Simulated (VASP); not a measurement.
# Zn7S8 (a cell with a defect) in VASP: notebook, part 2 of 2

VASP 6.6.1.

## 3. Single point, PBEsol

Input file INCAR:

```
PREC = Accurate ; ENCUT = 520
EDIFF = 1E-6 ; ISMEAR = 0
SIGMA = 0.02 ; LREAL = Auto
LASPH = True ; NELM = 60
ALGO = Normal ; ISIF = 2
LWAVE = False ; LCHARG = False
GGA = PS ; NELECT = 134.0
NBANDS = 79
```

Input file KPOINTS:

```
Automatic mesh
0
Gamma
  2 2 2
```

Input file POSCAR:

```
Zn7S8
1.0
    0.0000000000      5.3560912044     -5.3560912044
    5.3560912044      5.3560912044      0.0000000000
    5.3560912044      0.0000000000     -5.3560912044
Zn S
7 8
Direct
   -0.0097850276     -0.3814200360      0.4902152334
    0.4545629279      0.0289239847      0.5063529347
    0.5260169016      0.4635911536      0.5177593872
    0.0063529538      0.0289238913      0.9545630955
    0.0177595930      0.4635910602      1.0260168825
    0.4893128963     -0.0017971128      0.9893127839
    0.4996082774      0.5041632782      0.9996081649
    0.1199564151      0.0953642275      0.1431976176
    0.1204496853      0.6442195191      0.1283214706
    0.6164797936      0.1281186174      0.1164799060
    0.6354864714      0.6109176217      0.1354863971
    0.0942496087      0.1793473007      0.5942496829
    0.1580303560      0.6214728004      0.6580304303
    0.6431975985      0.0953643208      0.6199563961
    0.6283212648      0.6442196125      0.6204496662
```

Potentials or basis: VASP PAW PBE potentials, release 64 (Zn, S).

On the command line:

```bash
> cat potpaw_PBE.64/Zn/POTCAR potpaw_PBE.64/S/POTCAR > POTCAR
> mpirun -np 1 vasp_std > vasp.out
```

OUTCAR:

```text
PREC = Accurate
   ENCUT = 520
   EDIFF = 1E-6
   ISMEAR = 0
   LREAL = Auto
   LASPH = True
   NELM = 60
   ISIF = 2
   GGA = PS
   NELECT = 134.0

 ion  position               nearest neighbor table
   1  0.990  0.619  0.490-  13 2.21  15 2.34   9 2.34  12 2.77
   2  0.455  0.029  0.506-  12 2.24  14 2.33  15 2.40  10 2.42
   3  0.526  0.464  0.518-  14 2.28  13 2.30  11 2.37  15 2.41
   4  0.006  0.029  0.955-  12 2.24   8 2.33   9 2.40  10 2.42
   5  0.018  0.464  0.026-   8 2.28  13 2.30  11 2.37   9 2.41
   6  0.489  0.998  0.989-  14 2.29   8 2.29  10 2.38  11 2.41
   7  0.500  0.504  1.000-  10 2.33  11 2.34  15 2.35   9 2.35
   8  0.120  0.095  0.143-   5 2.28   6 2.29   4 2.33
   9  0.120  0.644  0.128-   1 2.34   7 2.35   4 2.40   5 2.41
  10  0.616  0.128  0.116-   7 2.33   6 2.38   2 2.42   4 2.42
  11  0.635  0.611  0.135-   7 2.34   3 2.37   5 2.37   6 2.41
  12  0.094  0.179  0.594-   2 2.24   4 2.24   1 2.77
  13  0.158  0.621  0.658-   1 2.21   5 2.30   3 2.30
  14  0.643  0.095  0.620-   3 2.28   6 2.29   2 2.33
  15  0.628  0.644  0.620-   1 2.34   7 2.35   2 2.40   3 2.41

  LATTYP: Found a face centered cubic cell.
 ALAT       =    10.7121824088

  Lattice vectors:

 A1 = (   0.0000000000,   5.3560912044,  -5.3560912044)
 A2 = (   5.3560912044,   5.3560912044,   0.0000000000)
 A3 = (   5.3560912044,   0.0000000000,  -5.3560912044)

Analysis of symmetry for initial positions (statically):
=====================================================================
 Subroutine PRICEL returns:
 Original cell was already a primitive cell.

 Routine SETGRP: Setting up the symmetry group for a
 face centered cubic supercell.

 Subroutine GETGRP returns: Found  2 space group operations
 (whereof  1 operations were pure point group operations)
 out of a pool of 48 trial point group operations.

The static configuration has the point symmetry C_1 .
 The point group associated with its full space group is C_1h.

Analysis of symmetry for dynamics (positions and initial velocities):
=====================================================================
 Subroutine PRICEL returns:
 Original cell was already a primitive cell.

 Routine SETGRP: Setting up the symmetry group for a
 face centered cubic supercell.

 Subroutine GETGRP returns: Found  2 space group operations
 (whereof  1 operations were pure point group operations)
 out of a pool of 48 trial point group operations.

The dynamic configuration has the point symmetry C_1 .
 The point group associated with its full space group is C_1h.

 Subroutine INISYM returns: Found  2 space group operations
 (whereof  1 operations are pure point group operations),
 and found     1 'primitive' translations

----------------------------------------------------------------------------------------

                                     Primitive cell

  volume of cell :     307.3080

  direct lattice vectors                    reciprocal lattice vectors
[... 77 lines left out ...]
   number of dos      NEDOS =    301   number of ions     NIONS =     15
   total plane-waves  NPLWV = 175616
   dimension x,y,z NGX =    56 NGY =   56 NGZ =   56
   dimension x,y,z NGXF=   112 NGYF=  112 NGZF=  112
   ions per type =               7   8
   NGX,Y,Z   is equivalent  to a cutoff of  12.29, 12.29, 12.29 a.u.
   NGXF,Y,Z  is equivalent  to a cutoff of  24.58, 24.58, 24.58 a.u.
 SYSTEM =  unknown system
   PREC   = accura    normal or accurate (medium, high low for compatibility)
   ISTART =      0    job   : 0-new  1-cont  2-samecut
   ICHARG =      2    charge: 1-file 2-atom 10-const
   ISPIN  =      1    spin polarized calculation?
   LNONCOLLINEAR =      F non collinear calculations
   LSORBIT =      F    spin-orbit coupling
   LASPH  =      T    aspherical Exc in radial PAW
   ENCUT  =  520.0 eV  38.22 Ry    6.18 a.u.  14.08 14.08 14.08*2*pi/ulx,y,z
   NELM   =     60;   NELMIN=  2; NELMDL= -5     # of ELM steps
   EDIFF  = 0.1E-05   stopping-criterion for ELM
   LREAL  =      T    real-space projection
   EDIFFG = 0.1E-04   stopping-criterion for IOM
   NSW    =      0    number of steps for IOM
   IBRION =     -1    ionic relax: 0-MD 1-quasi-New 2-CG
   NFREE  =      0    steps in history (QN), initial steepest desc. (CG)
   ISIF   =      2    stress and relaxation
   ISYM   =      2    0-nonsym 1-usesym 2-fastsym
   POTIM  = 0.5000    time-step for ionic-motion
   TEBEG  =    0.0;   TEEND  =   0.0 temperature during run
   PSTRESS=    0.0 pullay stress
   NELECT =     134.0000    total number of electrons
   NUPDOWN=      -1.0000    fix difference up-down
   EMIN   =  10.00;   EMAX   =-10.00  energy-range for DOS
   EFERMI =   0.00;   METHOD = LEGACY
   ISMEAR =     0;   SIGMA  =   0.02  broadening in eV -4-tet -1-fermi 0-gaus
   EFERMI_NEDOS =   21; number of points for ismear=-14 and -15
   IALGO  =     38    algorithm
   IMIX   =      4    mixing-type and parameters
     AMIX     =   0.40;   BMIX     =  1.00
     AMIX_MAG =   1.60;   BMIX_MAG =  1.00
  volume/ion in A,a.u.               =      20.49       138.25
  Fermi-wavevector in a.u.,A,eV,Ry     =   1.241419  2.345942 20.968234  1.541122
  Thomas-Fermi vector in A             =   2.375818
   LORBIT       =      0    0 simple, 1 ext, 2 COOP (PROOUT), +10 PAW based schemes
   GGA     = PS    functional components
   LHFCALC =     F    Hartree Fock is set to
   AEXX    =    0.0000 exact exchange contribution
   IVDW    =     0    specifies the selected vdW correction
   LEPSILON=     F    determine dielectric tensor
   LRPA    =     F    only Hartree local field effects (RPA)
 non-spin polarized calculation
 Gauss-broadening in eV      SIGMA  =   0.02
  energy-cutoff  :      520.00
  volume of cell :      307.31
 maximum number of plane-waves:      8363
   NGX = 29   NGY = 29   NGZ = 29

 number of electron     134.0000051 magnetization

 Free energy of the ion-electron system (eV)
  ---------------------------------------------------
  ext. energy  EPLUGINS =         0.00000000
  ---------------------------------------------------
  free energy    TOTEN  =       -50.33057935 eV

  energy without entropy =      -50.33057935  energy(sigma->0) =      -50.33057935

 E-fermi :   2.5178     XC(G=0):  -9.8108

 val. band max:        2.3966595332   @ k =   0.0000   0.0000   0.0000
 cond. band min:       3.8126375201   @ k =   0.0000   0.0000   0.0000
 fundamental gap:      1.4159779869
 Fermi energy:         2.5178361560

 k-point     1 :       0.0000    0.0000    0.0000
  band No.  band energies     occupation
      1     -11.3032      2.00000
      2     -10.4368      2.00000
      3     -10.4179      2.00000
      4     -10.3057      2.00000
      5      -9.9683      2.00000
      6      -9.7210      2.00000
[... 481 lines left out ...]
     78       7.8068      0.00000
     79       8.0494      0.00000

------------------------ aborting loop because EDIFF is reached ----------------------------------------

  FORCE on cell =-STRESS in cart. coord.  units (eV):
  Direction    XX          YY          ZZ          XY          YZ          ZX
  --------------------------------------------------------------------------------------
  -------------------------------------------------------------------------------------
  Total       12.2352452     12.2352452     12.8538424     -0.6533951     -0.1924500     -0.1924489
  in kB       63.7895257     63.7895257     67.0146363     -3.4065330     -1.0033552     -1.0033494
  external PRESSURE =      64.8645626 kB  Pullay stress =       0.0000000 kB

 VOLUME and BASIS-vectors are now :
 -----------------------------------------------------------------------------
  energy-cutoff  :      520.00
  volume of cell :      307.31
      direct lattice vectors                 reciprocal lattice vectors
     0.000000000  5.356091204 -5.356091204    -0.093351659  0.093351659 -0.093351659
     5.356091204  5.356091204  0.000000000     0.093351659  0.093351659  0.093351659
     5.356091204  0.000000000 -5.356091204     0.093351659 -0.093351659 -0.093351659

 POSITION                                       TOTAL-FORCE (eV/Angst)
 -----------------------------------------------------------------------------------
      5.93881      8.61685     -7.92932        -0.788611     -0.788611     -0.356790
      2.86699      2.58960     -5.14675         0.088551      0.128344     -0.030433
      5.25620      5.30043     -5.59056         0.003107     -0.092989      0.067290
      5.26765      0.18895     -5.14675         0.128344      0.088551     -0.030433
      2.62238      2.57816     -0.23447        -0.092989      0.003107      0.067290
     10.64532      7.96727     -7.91965         0.035015      0.035015      0.073074
      8.05434      5.37629     -8.02994         0.011180      0.011180     -0.061395
      1.27776      1.15328     -1.40948         0.085124      0.075992     -0.024954
      4.13780      4.09564     -1.33244        -0.066111      0.045766      0.082004
      1.31009      3.98814     -3.92580         0.016003      0.016003     -0.041287
      3.99781      6.67585     -4.12940         0.032115      0.032115      0.025194
      4.14346      1.46541     -3.68766         0.182623      0.182623      0.006230
      6.85314      4.17509     -4.37090         0.243889      0.243889      0.167159
      3.83132      3.95580     -6.76557         0.075992      0.085124     -0.024954
      6.77368      6.81585     -6.68853         0.045766     -0.066111      0.082004
 -----------------------------------------------------------------------------------
    total drift:                               -0.003383     -0.006992     -0.014119

  FREE ENERGIE OF THE ION-ELECTRON SYSTEM (eV)
  ---------------------------------------------------
  free  energy   TOTEN  =       -50.3305793526 eV

  energy  without entropy=      -50.3305793526  energy(sigma->0) =      -50.33057935
```

Run time: 2.1 min. Hardware: 1 thread of AMD EPYC 9R45 (Zen 5), shared host; peak memory 0.4 GiB.

What came out:

```yaml
Free_energy: -50.3306 eV
Largest_force: 1.171 eV/Å
```

Forces in eV/Å, atoms in the order of the input:
```
Zn  -0.789 -0.789 -0.357
Zn   0.089  0.128 -0.030
Zn   0.003 -0.093  0.067
Zn   0.128  0.089 -0.030
Zn  -0.093  0.003  0.067
Zn   0.035  0.035  0.073
Zn   0.011  0.011 -0.061
S    0.085  0.076 -0.025
S   -0.066  0.046  0.082
S    0.016  0.016 -0.041
S    0.032  0.032  0.025
S    0.183  0.183  0.006
S    0.244  0.244  0.167
S    0.076  0.085 -0.025
S    0.046 -0.066  0.082
```

Caveat: the k points lie up to 0.51 Å⁻¹ apart; the cell carries a net charge on a neutralising background, which shifts energy and pressure; the cell is charged against a uniform background, so pressure and absolute levels hang on convention; the PAW data sets were made with another functional, which shifts forces and pressure a little.
